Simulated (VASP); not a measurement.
# Sn (Immm) in VASP: a series of runs

The runs below take Sn through single point, with revPBE, BLYP, PBE, r2SCAN.

All numbers are computed with VASP 6.6.1; they aren't measurements. Logs are shortened: lines on timing, memory, paths and dates and some standing lists are left out, and cuts for length are marked.

**1. The cell of the first run**

The structure is orthorhombic, space group Immm (No. 71). The conventional cell has a = 3.453 Å, b = 3.551 Å, c = 4.677 Å, α = 90.00°, β = 90.00°, γ = 90.00°. Within 4.7 Å of Sn (site symmetry mmm) lie 14 Sn at 3.41 to 4.68 Å.

**2. Single point, revPBE**

Input file INCAR:

```
SYSTEM = Sn
PREC = Accurate
ENCUT = 520
EDIFF = 1E-7
ISMEAR = -1
SIGMA = 0.05
LREAL = .False.
LASPH = .True.
NELM = 60
ALGO = Normal
ISIF = 2
LWAVE = .False.
LCHARG = .False.
GGA = RE
NBANDS = 13
```

Input file KPOINTS:

```
regular mesh
0
Gamma
  11 11 11
  0 0 0
```

Input file POSCAR:

```
Sn
1.0
   -1.7265390000      1.7755470000      2.3383420000
    1.7265390000     -1.7755470000      2.3383420000
    1.7265390000      1.7755470000     -2.3383420000
Sn
1
Direct
    0.0000000000      0.0000000000      0.0000000000
```

Potentials or basis: VASP PAW PBE potentials, release 64 (Sn_d).

Command:

```console
cat potpaw_PBE.64/Sn_d/POTCAR > POTCAR
mpirun -np 1 vasp_std > vasp.out
```

OUTCAR:

```text
SYSTEM = Sn
   PREC = Accurate
   ENCUT = 520
   EDIFF = 1E-7
   ISMEAR = -1
   LREAL = .False.
   LASPH = .True.
   NELM = 60
   ISIF = 2
   GGA = RE

 ion  position               nearest neighbor table
   1  0.000  0.000  0.000-

  LATTYP: Found a body centered orthorhombic cell.
 ALAT       =     3.4530780000
 B/A-ratio  =     1.0283851103
 C/A-ratio  =     1.3543522620

  Lattice vectors:

 A1 = (  -1.7265390000,   1.7755470000,   2.3383420000)
 A2 = (   1.7265390000,  -1.7755470000,   2.3383420000)
 A3 = (   1.7265390000,   1.7755470000,  -2.3383420000)

Analysis of symmetry for initial positions (statically):
=====================================================================
 Subroutine PRICEL returns:
 Original cell was already a primitive cell.

 Routine SETGRP: Setting up the symmetry group for a
 body centered orthorhombic supercell.

 Subroutine GETGRP returns: Found  8 space group operations
 (whereof  8 operations were pure point group operations)
 out of a pool of  8 trial point group operations.

The static configuration has the point symmetry D_2h.

Analysis of symmetry for dynamics (positions and initial velocities):
=====================================================================
 Subroutine PRICEL returns:
 Original cell was already a primitive cell.

 Routine SETGRP: Setting up the symmetry group for a
 body centered orthorhombic supercell.

 Subroutine GETGRP returns: Found  8 space group operations
 (whereof  8 operations were pure point group operations)
 out of a pool of  8 trial point group operations.

The dynamic configuration has the point symmetry D_2h.

 Subroutine INISYM returns: Found  8 space group operations
 (whereof  8 operations are pure point group operations),
 and found     1 'primitive' translations

----------------------------------------------------------------------------------------

                                     Primitive cell

  volume of cell :      28.6732

  direct lattice vectors                    reciprocal lattice vectors
    -1.726539000  1.775547000  2.338342000     0.000000000  0.281603359  0.213826720
     1.726539000 -1.775547000  2.338342000     0.289596702  0.000000000  0.213826720
     1.726539000  1.775547000 -2.338342000     0.289596702  0.281603359  0.000000000

  length of vectors
     3.406075069  3.406075069  3.406075069     0.353584952  0.359983494  0.403938983

  position of ions in fractional coordinates (direct lattice)
     0.000000000  0.000000000  0.000000000
[... 83 lines left out ...]
   ISYM   =      2    0-nonsym 1-usesym 2-fastsym
   POTIM  = 0.5000    time-step for ionic-motion
   TEBEG  =    0.0;   TEEND  =   0.0 temperature during run
   PSTRESS=    0.0 pullay stress
   NELECT =      14.0000    total number of electrons
   NUPDOWN=      -1.0000    fix difference up-down
   EMIN   =  10.00;   EMAX   =-10.00  energy-range for DOS
   EFERMI =   0.00;   METHOD = LEGACY
   ISMEAR =    -1;   SIGMA  =   0.05  broadening in eV -4-tet -1-fermi 0-gaus
   EFERMI_NEDOS =   21; number of points for ismear=-14 and -15
   IALGO  =     38    algorithm
   IMIX   =      4    mixing-type and parameters
     AMIX     =   0.40;   BMIX     =  1.00
     AMIX_MAG =   1.60;   BMIX_MAG =  1.00
  volume/ion in A,a.u.               =      28.67       193.50
  Fermi-wavevector in a.u.,A,eV,Ry     =   1.289116  2.436076 22.610433  1.661820
  Thomas-Fermi vector in A             =   2.421028
   LORBIT       =      0    0 simple, 1 ext, 2 COOP (PROOUT), +10 PAW based schemes
   GGA     = RE    functional components
   LHFCALC =     F    Hartree Fock is set to
   AEXX    =    0.0000 exact exchange contribution
   IVDW    =     0    specifies the selected vdW correction
   LEPSILON=     F    determine dielectric tensor
   LRPA    =     F    only Hartree local field effects (RPA)
 non-spin polarized calculation
  energy-cutoff  :      520.00
  volume of cell :       28.67
 maximum number of plane-waves:       788
 NGX is ok and might be reduce to    28
   NGX = 13   NGY = 13   NGZ = 13

 number of electron      13.9999998 magnetization

 Free energy of the ion-electron system (eV)
  ---------------------------------------------------
  ext. energy  EPLUGINS =         0.00000000
  ---------------------------------------------------
  free energy    TOTEN  =        -3.48544559 eV

  energy without entropy =       -3.48186417  energy(sigma->0) =       -3.48365488

 E-fermi :   7.6013     XC(G=0): -10.0562

 val. band max:        7.5828698520   @ k =   0.1818   0.1818   0.1818
 cond. band min:       7.6161275285   @ k =   0.4545   0.2727   0.0909
 fundamental gap:      0.0332576766
 Fermi energy:         7.6013069490

 k-point     1 :       0.0000    0.0000    0.0000
  band No.  band energies     occupation
      1     -14.0165      2.00000
      2     -14.0012      2.00000
      3     -13.9832      2.00000
      4     -13.9550      2.00000
      5     -13.9190      2.00000
      6      -3.1549      2.00000
      7      14.6642      0.00000
      8      14.8072      0.00000
      9      15.2163      0.00000
     10      18.1704      0.00000
     11      18.6947      0.00000
     12      19.2070      0.00000
     13      19.3637      0.00000
[... 354 lines left out ...]
  band No.  band energies     occupation
      1     -14.0164      2.00000
      2     -13.9777      2.00000
      3     -13.9504      2.00000
      4     -13.9125      2.00000
      5     -13.8739      2.00000
      6       0.2313      2.00000
      7       5.3334      2.00000
      8      10.0790      0.00000
      9      11.7693      0.00000
     10      14.9512      0.00000
     11      20.0059      0.00000
     12      21.0343      0.00000
     13      22.4253      0.00000

 [... further k-points ...]

------------------------ aborting loop because EDIFF is reached ----------------------------------------

  FORCE on cell =-STRESS in cart. coord.  units (eV):
  Direction    XX          YY          ZZ          XY          YZ          ZX
  --------------------------------------------------------------------------------------
  -------------------------------------------------------------------------------------
  Total        0.0977986     -0.2079572      0.0440322      0.0000000      0.0000000      0.0000000
  in kB        5.4647042    -11.6200476      2.4603909      0.0000000      0.0000000      0.0000000
  external PRESSURE =      -1.2316508 kB  Pullay stress =       0.0000000 kB

 VOLUME and BASIS-vectors are now :
 -----------------------------------------------------------------------------
  energy-cutoff  :      520.00
  volume of cell :       28.67
      direct lattice vectors                 reciprocal lattice vectors
    -1.726539000  1.775547000  2.338342000     0.000000000  0.281603359  0.213826720
     1.726539000 -1.775547000  2.338342000     0.289596702  0.000000000  0.213826720
     1.726539000  1.775547000 -2.338342000     0.289596702  0.281603359  0.000000000

 POSITION                                       TOTAL-FORCE (eV/Angst)
 -----------------------------------------------------------------------------------
      0.00000      0.00000      0.00000         0.000000      0.000000      0.000000
 -----------------------------------------------------------------------------------
    total drift:                               -0.000000     -0.000000     -0.000000

  FREE ENERGIE OF THE ION-ELECTRON SYSTEM (eV)
  ---------------------------------------------------
  free  energy   TOTEN  =        -3.4854455876 eV

  energy  without entropy=       -3.4818641656  energy(sigma->0) =       -3.48365488
```

It took 79 s on 1 thread of Intel Xeon Platinum 8259CL at 2.50GHz (Skylake/Cascade Lake), shared host; peak memory 0.21 GiB.

Results:

```yaml
Free_energy: -3.4854 eV
Pressure: -0.1 GPa
Band_gap_on_the_k_mesh: zero (bands 7 and 8 overlap by 8.84 eV)
```

Caveat: the PAW data sets were made with another functional, which shifts forces and pressure a little; spin-orbit coupling is left out, which moves the levels of the heavy elements.

**3. Single point, BLYP**

Input file INCAR:

```
PREC     = Accurate       # precision mode
ENCUT    = 520            # plane-wave cutoff, eV
EDIFF    = 1E-6           # SCF threshold, eV
ISMEAR   = -1             # smearing method
SIGMA    = 0.05           # smearing width, eV
LREAL    = F              # projectors in reciprocal space
LASPH    = T              # aspherical terms in the spheres
NELM     = 100            # most SCF steps
ALGO     = Normal         # electronic algorithm
ISIF     = 2              # what is computed and relaxed
LWAVE    = F              # write WAVECAR
LCHARG   = F              # write CHGCAR
GGA      = B5             # functional
ALDAX    = 1.0          
AGGAX    = 1.0          
AGGAC    = 1.0          
ALDAC    = 0.0          
NBANDS   = 13             # bands
```

Input file KPOINTS:

```
Automatic mesh
0
Gamma
  11 11 11
```

POSCAR is that of step 2.

Potentials or basis: VASP PAW PBE potentials, release 64 (Sn_d).

Command:

```console
cat potpaw_PBE.64/Sn_d/POTCAR > POTCAR
mpirun -np 1 vasp_std > vasp.out
```

OUTCAR:

```text
PREC = Accurate
   ENCUT = 520
   EDIFF = 1E-6
   ISMEAR = -1
   LREAL = F
   LASPH = T
   NELM = 100
   ISIF = 2
   GGA = B5

 ion  position               nearest neighbor table
   1  0.000  0.000  0.000-

  LATTYP: Found a body centered orthorhombic cell.
 ALAT       =     3.4530780000
 B/A-ratio  =     1.0283851103
 C/A-ratio  =     1.3543522620

  Lattice vectors:

 A1 = (  -1.7265390000,   1.7755470000,   2.3383420000)
 A2 = (   1.7265390000,  -1.7755470000,   2.3383420000)
 A3 = (   1.7265390000,   1.7755470000,  -2.3383420000)

Analysis of symmetry for initial positions (statically):
=====================================================================
 Subroutine PRICEL returns:
 Original cell was already a primitive cell.

 Routine SETGRP: Setting up the symmetry group for a
 body centered orthorhombic supercell.

 Subroutine GETGRP returns: Found  8 space group operations
 (whereof  8 operations were pure point group operations)
 out of a pool of  8 trial point group operations.

The static configuration has the point symmetry D_2h.

Analysis of symmetry for dynamics (positions and initial velocities):
=====================================================================
 Subroutine PRICEL returns:
 Original cell was already a primitive cell.

 Routine SETGRP: Setting up the symmetry group for a
 body centered orthorhombic supercell.

 Subroutine GETGRP returns: Found  8 space group operations
 (whereof  8 operations were pure point group operations)
 out of a pool of  8 trial point group operations.

The dynamic configuration has the point symmetry D_2h.

 Subroutine INISYM returns: Found  8 space group operations
 (whereof  8 operations are pure point group operations),
 and found     1 'primitive' translations

----------------------------------------------------------------------------------------

                                     Primitive cell
[... 114 lines left out ...]
   GGA     = B5    functional components
   LHFCALC =     F    Hartree Fock is set to
   AEXX    =    0.0000 exact exchange contribution
   IVDW    =     0    specifies the selected vdW correction
   LEPSILON=     F    determine dielectric tensor
   LRPA    =     F    only Hartree local field effects (RPA)
 non-spin polarized calculation
  energy-cutoff  :      520.00
  volume of cell :       28.67
 maximum number of plane-waves:       788
 NGX is ok and might be reduce to    28
   NGX = 13   NGY = 13   NGZ = 13

 number of electron      13.9999998 magnetization

 Free energy of the ion-electron system (eV)
  ---------------------------------------------------
  ext. energy  EPLUGINS =         0.00000000
  ---------------------------------------------------
  free energy    TOTEN  =        -2.94479216 eV

  energy without entropy =       -2.94151413  energy(sigma->0) =       -2.94315314

 E-fermi :   8.0002     XC(G=0):  -9.5028

 val. band max:        7.9709234517   @ k =  -0.1818   0.3636   0.0000
 cond. band min:       8.0110040952   @ k =   0.1818   0.1818   0.1818
 fundamental gap:      0.0400806435
 Fermi energy:         8.0002450870

 k-point     1 :       0.0000    0.0000    0.0000
  band No.  band energies     occupation
      1     -13.5653      2.00000
      2     -13.5499      2.00000
      3     -13.5317      2.00000
      4     -13.5021      2.00000
      5     -13.4641      2.00000
      6      -2.7939      2.00000
      7      14.7882      0.00000
      8      14.9422      0.00000
      9      15.3236      0.00000
     10      18.9208      0.00000
     11      19.2230      0.00000
     12      19.7779      0.00000
     13      19.8816      0.00000
[... 354 lines left out ...]
  band No.  band energies     occupation
      1     -13.5646      2.00000
      2     -13.5249      2.00000
      3     -13.4972      2.00000
      4     -13.4584      2.00000
      5     -13.4190      2.00000
      6       0.5328      2.00000
      7       5.7483      2.00000
      8      10.4071      0.00000
      9      12.0318      0.00000
     10      15.6648      0.00000
     11      20.4782      0.00000
     12      21.5604      0.00000
     13      22.9106      0.00000

 [... further k-points ...]

------------------------ aborting loop because EDIFF is reached ----------------------------------------

  FORCE on cell =-STRESS in cart. coord.  units (eV):
  Direction    XX          YY          ZZ          XY          YZ          ZX
  --------------------------------------------------------------------------------------
  -------------------------------------------------------------------------------------
  Total        0.6662402      0.3622842      0.6228317      0.0000000      0.0000000      0.0000000
  in kB       37.2275830     20.2433973     34.8020404      0.0000000      0.0000000      0.0000000
  external PRESSURE =      30.7576735 kB  Pullay stress =       0.0000000 kB

 VOLUME and BASIS-vectors are now :
 -----------------------------------------------------------------------------
  energy-cutoff  :      520.00
  volume of cell :       28.67
      direct lattice vectors                 reciprocal lattice vectors
    -1.726539000  1.775547000  2.338342000     0.000000000  0.281603359  0.213826720
     1.726539000 -1.775547000  2.338342000     0.289596702  0.000000000  0.213826720
     1.726539000  1.775547000 -2.338342000     0.289596702  0.281603359  0.000000000

 POSITION                                       TOTAL-FORCE (eV/Angst)
 -----------------------------------------------------------------------------------
      0.00000      0.00000      0.00000         0.000000      0.000000      0.000000
 -----------------------------------------------------------------------------------
    total drift:                                0.000000     -0.000000     -0.000000

  FREE ENERGIE OF THE ION-ELECTRON SYSTEM (eV)
  ---------------------------------------------------
  free  energy   TOTEN  =        -2.9447921565 eV

  energy  without entropy=       -2.9415141321  energy(sigma->0) =       -2.94315314
```

OSZICAR:

```text
N       E                     dE             d eps       ncg     rms          rms(c)
DAV:   1     0.815206754727E+02    0.81521E+02   -0.72150E+03  5774   0.157E+03
DAV:   2     0.281553811238E+01   -0.78705E+02   -0.76330E+02  5941   0.334E+02
DAV:   3    -0.282893017801E+01   -0.56445E+01   -0.56206E+01  6671   0.736E+01
DAV:   4    -0.295229342156E+01   -0.12336E+00   -0.12334E+00  6805   0.117E+01
DAV:   5    -0.295666335743E+01   -0.43699E-02   -0.43698E-02  7663   0.213E+00    0.113E+00
DAV:   6    -0.294674375217E+01    0.99196E-02   -0.13831E-02  7248   0.204E+00    0.587E-01
DAV:   7    -0.294478954077E+01    0.19542E-02   -0.67960E-03  7256   0.135E+00    0.102E-01
DAV:   8    -0.294479598655E+01   -0.64458E-05   -0.68834E-04  6911   0.421E-01    0.273E-02
DAV:   9    -0.294479028296E+01    0.57036E-05   -0.27490E-05  7269   0.862E-02    0.120E-02
DAV:  10    -0.294479208578E+01   -0.18028E-05   -0.40628E-06  6716   0.231E-02    0.146E-03
DAV:  11    -0.294479215652E+01   -0.70742E-07   -0.87878E-08  4168   0.323E-03
   1 F= -.29447922E+01 E0= -.29431531E+01  d E =-.327802E-02
```

Wall time 65 s (1 thread of Intel Xeon Platinum 8259CL at 2.50GHz (Skylake/Cascade Lake), shared host); peak memory 0.21 GiB.

What came out:

```
Free energy            : -2.9448 eV
Pressure               : 3.1 GPa
Band gap on the k mesh : zero (bands 7 and 8 overlap by 8.48 eV)
```

Stress tensor (GPa, compression positive):
```
3.72 0.00 0.00
0.00 2.02 0.00
0.00 0.00 3.48
```

Levels at points of the mesh, in eV from the Fermi level:
```csv
k point,band 3,band 4,band 5,band 6,band 7,band 8,band 9,band 10,band 11,band 12
"(0.00, 0.00, 0.00)",-21.53,-21.50,-21.46,-10.79,6.79,6.94,7.32,10.92,11.22,11.78
```

Caveat: the cell stands under pressure; the PAW data sets were made with another functional, which shifts forces and pressure a little; spin-orbit coupling is left out, which moves the levels of the heavy elements.

[end of part 1 of 2]
